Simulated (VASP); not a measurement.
Write the native input for VASP 6.6.1 that does the following.

```
Task                   : single point
Functional             : PBE
Potentials or basis    : VASP PAW PBE potentials, release 64 (Ta_pv, H)
Cutoff                 : 500 eV
k mesh                 : 7 × 7 × 7
Occupations            : gaussian, width 0.2 eV
Spin                   : no spin polarisation
Dipole correction      : no
Further INCAR settings : ALGO = Normal; EDIFF = 1e-06; NBANDS = 13
```

The structure of TaH lies in POSCAR:

```
TaH
1.0
    2.7743585629      0.0000000000      0.0000000000
    0.0000000000      2.7743585629      0.0000000000
    0.0000000000      0.0000000000      2.7743585629
Ta H
1 1
Direct
    0.0000000000      0.0000000000      0.0000000000
    0.5000000000      0.5000000000      0.5000000000
```

The input as run:

INCAR

```
PREC     = Accurate       # precision mode
ENCUT    = 500            # plane-wave cutoff, eV
EDIFF    = 1E-6           # SCF threshold, eV
ISMEAR   = 0              # smearing method
SIGMA    = 0.2            # smearing width, eV
LREAL    = F              # projectors in reciprocal space
LASPH    = T              # aspherical terms in the spheres
NELM     = 120            # most SCF steps
ALGO     = Normal         # electronic algorithm
ISIF     = 2              # what is computed and relaxed
LWAVE    = F              # write WAVECAR
LCHARG   = F              # write CHGCAR
GGA      = PE             # functional
NBANDS   = 13             # bands
GGA_COMPAT= F
```

KPOINTS

```
Automatic mesh
0
Gamma
  7 7 7
```

Potentials or basis: VASP PAW PBE potentials, release 64 (Ta_pv, H).

The run is started by

```bash
$ cat potpaw_PBE.64/Ta_pv/POTCAR potpaw_PBE.64/H/POTCAR > POTCAR
$ mpirun -np 1 vasp_std > vasp.out
```

It gave:

| Item | Value |
| --- | --- |
| Pressure | 0.6 GPa |
| Band gap on the k mesh | zero (band 6 reaches 8.07 eV, above the bottom of band 7 at 5.13 eV) |

Caveat: spin-orbit coupling is left out, which moves the levels of the heavy elements.

Run time: 8.7 s on 1 thread of AMD EPYC 7R43 64-Core Processor (Zen 3), on a shared host, peak memory 0.09 GiB.
